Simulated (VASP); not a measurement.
# Zn27TeS26 (a cell with a defect) in VASP: a series of runs

Runs on Zn27TeS26 (a cell with a defect). Level: PBE. Tasks: single point, relaxation of the atoms.

Everything below comes from runs of VASP 6.6.1. Logs are shortened: lines on timing, memory, paths and dates and some standing lists are left out, and cuts for length are marked.

## Step 1: The cell of the first run

The cell holds a defect, 54 atoms: a = 11.464 Å, b = 11.464 Å, c = 11.464 Å, α = 60.00°, β = 60.00°, γ = 60.00°.

## Step 2: Single point, PBE

The input, INCAR:

```
ALGO = Normal
EDIFF = 1E-6
ENCUT = 520
GGA = PE
ISIF = 2
ISMEAR = -1
LASPH = T
LCHARG = F
LREAL = Auto
LUSENCCL = F
LWAVE = F
NBANDS = 276
NELM = 80
PREC = Accurate
SIGMA = 0.01
```

The input, KPOINTS:

```
k-points
0
Gamma
  2 2 2
```

The input, POSCAR:

```
Zn27TeS26
1.0
    0.0000000000      8.1060000000      8.1060000000
    8.1060000000      0.0000000000      8.1060000000
    8.1060000000      8.1060000000      0.0000000000
Zn Te S
27 1 26
Direct
    0.0906335710      0.0906335710      0.0906335710
    0.0835455540      0.0835455540      0.4164544460
    0.0906335710      0.0906335710      0.7280992870
    0.0835455540      0.4164544460      0.0835455540
    0.0835455540      0.4164544460      0.4164544460
    0.0838791311      0.4165529577      0.7497839556
    0.0906335710      0.7280992870      0.0906335710
    0.0838791311      0.7497839556      0.4165529577
    0.0838791311      0.7497839556      0.7497839556
    0.4164544460      0.0835455540      0.0835455540
    0.4164544460      0.0835455540      0.4164544460
    0.4165529577      0.0838791311      0.7497839556
    0.4164544460      0.4164544460      0.0835455540
    0.4166667767      0.4166667767      0.4166667767
    0.4166667767      0.4166667767      0.7499996698
    0.4165529577      0.7497839556      0.0838791311
    0.4166667767      0.7499996698      0.4166667767
    0.4165529577      0.7497839556      0.7497839556
    0.7280992870      0.0906335710      0.0906335710
    0.7497839556      0.0838791311      0.4165529577
    0.7497839556      0.0838791311      0.7497839556
    0.7497839556      0.4165529577      0.0838791311
    0.7499996698      0.4166667767      0.4166667767
    0.7497839556      0.4165529577      0.7497839556
    0.7497839556      0.7497839556      0.0838791311
    0.7497839556      0.7497839556      0.4165529577
    0.7500000000      0.7500000000      0.7500000000
    0.0000000000      0.0000000000      0.0000000000
   -0.0004771883     -0.0004771883      0.3373328875
   -0.0004771883     -0.0004771883      0.6636214892
   -0.0004771883      0.3373328875     -0.0004771883
    0.0002237035      0.3332587655      0.3332587655
   -0.0004771883      0.3373328875      0.6636214892
   -0.0004771883      0.6636214892     -0.0004771883
   -0.0004771883      0.6636214892      0.3373328875
    0.0000841397      0.6666386201      0.6666386201
    0.3373328875     -0.0004771883     -0.0004771883
    0.3332587655      0.0002237035      0.3332587655
    0.3373328875     -0.0004771883      0.6636214892
    0.3332587655      0.3332587655      0.0002237035
    0.3332587655      0.3332587655      0.3332587655
    0.3334011394      0.3334011394      0.6665988606
    0.3373328875      0.6636214892     -0.0004771883
    0.3334011394      0.6665988606      0.3334011394
    0.3334011394      0.6665988606      0.6665988606
    0.6636214892     -0.0004771883     -0.0004771883
    0.6636214892     -0.0004771883      0.3373328875
    0.6666386201      0.0000841397      0.6666386201
    0.6636214892      0.3373328875     -0.0004771883
    0.6665988606      0.3334011394      0.3334011394
    0.6665988606      0.3334011394      0.6665988606
    0.6666386201      0.6666386201      0.0000841397
    0.6665988606      0.6665988606      0.3334011394
    0.6666386201      0.6666386201      0.6666386201
```

Potentials or basis: VASP PAW PBE potentials, release 64 (Zn, Te, S).

Run with:

```bash
cat potpaw_PBE.64/Zn/POTCAR potpaw_PBE.64/Te/POTCAR potpaw_PBE.64/S/POTCAR > POTCAR
mpirun -np 1 vasp_std > vasp.out
```

OUTCAR:

```text
EDIFF = 1E-6
   ENCUT = 520
   GGA = PE
   ISIF = 2
   ISMEAR = -1
   LASPH = T
   LREAL = Auto
   NELM = 80
   PREC = Accurate

 ion  position               nearest neighbor table
   1  0.091  0.091  0.091-  29 2.32  31 2.32  37 2.32  28 2.54
   2  0.084  0.084  0.416-  29 2.31  30 2.31  32 2.34  38 2.34
   3  0.091  0.091  0.728-  30 2.32  33 2.32  39 2.32  28 2.54
   4  0.084  0.416  0.084-  31 2.31  34 2.31  32 2.34  40 2.34
   5  0.084  0.416  0.416-  33 2.31  35 2.31  41 2.34  32 2.34
   6  0.084  0.417  0.750-  42 2.34  33 2.34  31 2.34  36 2.34
[... 46 lines left out ...]
  53  0.667  0.667  0.333-  25 2.34  26 2.34  17 2.34  23 2.34
  54  0.667  0.667  0.667-  27 2.34  24 2.34  26 2.34  18 2.34

  LATTYP: Found a face centered cubic cell.
 ALAT       =    16.2120000000

  Lattice vectors:

 A1 = (   0.0000000000,   8.1060000000,   8.1060000000)
 A2 = (   8.1060000000,   0.0000000000,   8.1060000000)
 A3 = (   8.1060000000,   8.1060000000,   0.0000000000)

Analysis of symmetry for initial positions (statically):
=====================================================================
 Subroutine PRICEL returns:
 Original cell was already a primitive cell.

 Routine SETGRP: Setting up the symmetry group for a
 face centered cubic supercell.

 Subroutine GETGRP returns: Found 24 space group operations
 (whereof 24 operations were pure point group operations)
 out of a pool of 48 trial point group operations.

The static configuration has the point symmetry T_d .

Analysis of symmetry for dynamics (positions and initial velocities):
=====================================================================
 Subroutine PRICEL returns:
 Original cell was already a primitive cell.

 Routine SETGRP: Setting up the symmetry group for a
 face centered cubic supercell.

 Subroutine GETGRP returns: Found 24 space group operations
 (whereof 24 operations were pure point group operations)
 out of a pool of 48 trial point group operations.

The dynamic configuration has the point symmetry T_d .

 Subroutine INISYM returns: Found 24 space group operations
 (whereof 24 operations are pure point group operations),
 and found     1 'primitive' translations

----------------------------------------------------------------------------------------

                                     Primitive cell

  volume of cell :    1065.2457

  direct lattice vectors                    reciprocal lattice vectors
     0.000000000  8.106000000  8.106000000    -0.061682704  0.061682704  0.061682704
     8.106000000  0.000000000  8.106000000     0.061682704 -0.061682704  0.061682704
     8.106000000  8.106000000  0.000000000     0.061682704  0.061682704 -0.061682704

  length of vectors
    11.463615137 11.463615137 11.463615137     0.106837578  0.106837578  0.106837578

  position of ions in fractional coordinates (direct lattice)
     0.090633571  0.090633571  0.090633571
     0.083545554  0.083545554  0.416454446
     0.090633571  0.090633571  0.728099287
     0.083545554  0.416454446  0.083545554
     0.083545554  0.416454446  0.416454446
     0.083879131  0.416552958  0.749783956
[... 46 lines left out ...]
     0.666598861  0.666598861  0.333401139
     0.666638620  0.666638620  0.666638620

  ion indices of the primitive-cell ions
   primitive index   ion index
                 1           1
                 2           2
                 3           3
                 4           4
                 5           5
                 6           6
[... 46 lines left out ...]
                53          53
                54          54

----------------------------------------------------------------------------------------

 KPOINTS: k-points

Automatic generation of k-mesh.
 Grid dimensions read from file:
 generate k-points for:    2    2    2

 Generating k-lattice:

  Cartesian coordinates                     Fractional coordinates (reciprocal lattice)
    -0.030841352  0.030841352  0.030841352     0.500000000  0.000000000  0.000000000
[... 45 lines left out ...]
   LORBIT       =      0    0 simple, 1 ext, 2 COOP (PROOUT), +10 PAW based schemes
   GGA     = PE    functional components
   LHFCALC =     F    Hartree Fock is set to
   AEXX    =    0.0000 exact exchange contribution
   IVDW    =     0    specifies the selected vdW correction
   LEPSILON=     F    determine dielectric tensor
   LRPA    =     F    only Hartree local field effects (RPA)
 non-spin polarized calculation
  energy-cutoff  :      520.00
  volume of cell :     1065.25
 maximum number of plane-waves:     28763
 NGX is ok and might be reduce to    90
   NGX = 43   NGY = 43   NGZ = 43

 number of electron     486.0000340 magnetization

 Free energy of the ion-electron system (eV)
  ---------------------------------------------------
  ext. energy  EPLUGINS =         0.00000000
  ---------------------------------------------------
  free energy    TOTEN  =      -182.40732766 eV

  energy without entropy =     -182.40732766  energy(sigma->0) =     -182.40732766

 E-fermi :   2.7007     XC(G=0):  -9.6728

 val. band max:        2.4535856497   @ k =   0.0000   0.0000   0.0000
 cond. band min:       4.3959513991   @ k =   0.0000   0.0000   0.0000
 fundamental gap:      1.9423657494
 Fermi energy:         2.7007320413

 k-point     1 :       0.0000    0.0000    0.0000
  band No.  band energies     occupation
      1     -10.9244      2.00000
      2     -10.2908      2.00000
      3     -10.2908      2.00000
      4     -10.2908      2.00000
      5     -10.2728      2.00000
      6     -10.2728      2.00000
[... 247 lines left out ...]
    254       6.1248      0.00000
    255       6.1248      0.00000

 k-point     2 :       0.5000    0.0000    0.0000
  band No.  band energies     occupation
      1     -10.7405      2.00000
      2     -10.7058      2.00000
      3     -10.3014      2.00000
      4     -10.3014      2.00000
      5     -10.2912      2.00000
      6     -10.2911      2.00000
[... 247 lines left out ...]
    254       6.5657      0.00000
    255       6.6131      0.00000

 k-point     3 :       0.5000    0.5000    0.0000
  band No.  band energies     occupation
      1     -10.6734      2.00000
      2     -10.6423      2.00000
      3     -10.4507      2.00000
      4     -10.4507      2.00000
      5     -10.4409      2.00000
      6     -10.3729      2.00000
[... 247 lines left out ...]
    254       6.5159      0.00000
    255       6.5348      0.00000
 [bands above 255 left out]

------------------------ aborting loop because EDIFF is reached ----------------------------------------

  FORCE on cell =-STRESS in cart. coord.  units (eV):
  Direction    XX          YY          ZZ          XY          YZ          ZX
  --------------------------------------------------------------------------------------
  -------------------------------------------------------------------------------------
  Total       19.7526782     19.7526782     19.7526782      0.0000000      0.0000000     -0.0000000
  in kB       29.7089140     29.7089140     29.7089140      0.0000000      0.0000000     -0.0000000
  external PRESSURE =      29.7089140 kB  Pullay stress =       0.0000000 kB

 VOLUME and BASIS-vectors are now :
 -----------------------------------------------------------------------------
  energy-cutoff  :      520.00
  volume of cell :     1065.25
      direct lattice vectors                 reciprocal lattice vectors
     0.000000000  8.106000000  8.106000000    -0.061682704  0.061682704  0.061682704
     8.106000000  0.000000000  8.106000000     0.061682704 -0.061682704  0.061682704
     8.106000000  8.106000000  0.000000000     0.061682704  0.061682704 -0.061682704

 POSITION                                       TOTAL-FORCE (eV/Angst)
 -----------------------------------------------------------------------------------
      1.46935      1.46935      1.46935        -0.006230     -0.006230     -0.006230
      4.05300      4.05300      1.35444        -0.000000     -0.000000      0.019649
      6.63665      6.63665      1.46935         0.006230      0.006230     -0.006230
      4.05300      1.35444      4.05300        -0.000000      0.019649     -0.000000
      6.75156      4.05300      4.05300        -0.019649     -0.000000     -0.000000
      9.45433      6.75767      4.05650         0.009319     -0.009319      0.015890
[... 46 lines left out ...]
      8.10600      8.10600     10.80690         0.000000     -0.000000     -0.006956
     10.80755     10.80755     10.80755         0.002736      0.002736      0.002736
 -----------------------------------------------------------------------------------
    total drift:                                0.000000      0.000000      0.000002

  FREE ENERGIE OF THE ION-ELECTRON SYSTEM (eV)
  ---------------------------------------------------
  free  energy   TOTEN  =      -182.4073276573 eV

  energy  without entropy=     -182.4073276573  energy(sigma->0) =     -182.40732766
```

It took 3 min on 1 × NVIDIA H100 80GB with 1 thread of AMD EPYC 7R13 (Zen 3), shared host; peak memory 2.2 GiB.

What came out:

| Quantity | Value |
| --- | --- |
| Free energy | -182.4073 eV |
| Pressure | 3.0 GPa |
| Largest force | 0.024 eV/Å |
| Band gap on the k mesh | 1.94 eV |

Forces on the atoms (eV/Å):
```
Zn  -0.006 -0.006 -0.006
Zn   0.000  0.000  0.020
Zn   0.006  0.006 -0.006
Zn   0.000  0.020  0.000
Zn  -0.020  0.000  0.000
Zn   0.009 -0.009  0.016
Zn   0.006 -0.006  0.006
Zn   0.009  0.016 -0.009
Zn  -0.016 -0.009 -0.009
Zn   0.020  0.000  0.000
Zn   0.000 -0.020  0.000
Zn  -0.009  0.009  0.016
Zn   0.000  0.000 -0.020
Zn  -0.014 -0.014 -0.014
Zn   0.014  0.014 -0.014
Zn  -0.009  0.016  0.009
Zn   0.014 -0.014  0.014
Zn  -0.016  0.009  0.009
Zn  -0.006  0.006  0.006
Zn   0.016  0.009 -0.009
Zn  -0.009 -0.016 -0.009
Zn   0.016 -0.009  0.009
Zn  -0.014  0.014  0.014
Zn   0.009 -0.016  0.009
Zn  -0.009 -0.009 -0.016
Zn   0.009  0.009 -0.016
Zn   0.000  0.000  0.000
Te   0.000  0.000  0.000
S    0.008  0.008 -0.017
S   -0.008 -0.008 -0.017
S    0.008 -0.017  0.008
S    0.008 -0.008 -0.008
S    0.017 -0.008  0.008
S   -0.008 -0.017 -0.008
S    0.017  0.008 -0.008
S    0.003 -0.003 -0.003
S   -0.017  0.008  0.008
S   -0.008  0.008 -0.008
S   -0.008  0.017  0.008
S   -0.008 -0.008  0.008
S    0.008  0.008  0.008
S    0.000  0.000  0.007
S   -0.008  0.008  0.017
S    0.000  0.007  0.000
S   -0.007  0.000  0.000
S   -0.017 -0.008 -0.008
S    0.008  0.017 -0.008
S   -0.003  0.003 -0.003
S    0.008 -0.008  0.017
S    0.007  0.000  0.000
S    0.000 -0.007  0.000
S   -0.003 -0.003  0.003
S    0.000  0.000 -0.007
S    0.003  0.003  0.003
```

Levels at points of the mesh, in eV from the valence-band top:
```tsv
k point	band 241	band 242	band 243	band 244	band 245	band 246
(0.00, 0.00, 0.00)	0.00	0.00	0.00	1.94	3.18	3.18
(0.50, 0.00, 0.00)	-0.47	-0.14	-0.14	3.01	3.02	3.15
(0.50, 0.50, 0.00)	-0.57	-0.26	-0.26	3.15	3.64	3.64
```

Caveat: spin-orbit coupling is left out, which moves the levels of the heavy elements.

[end of part 1 of 2]
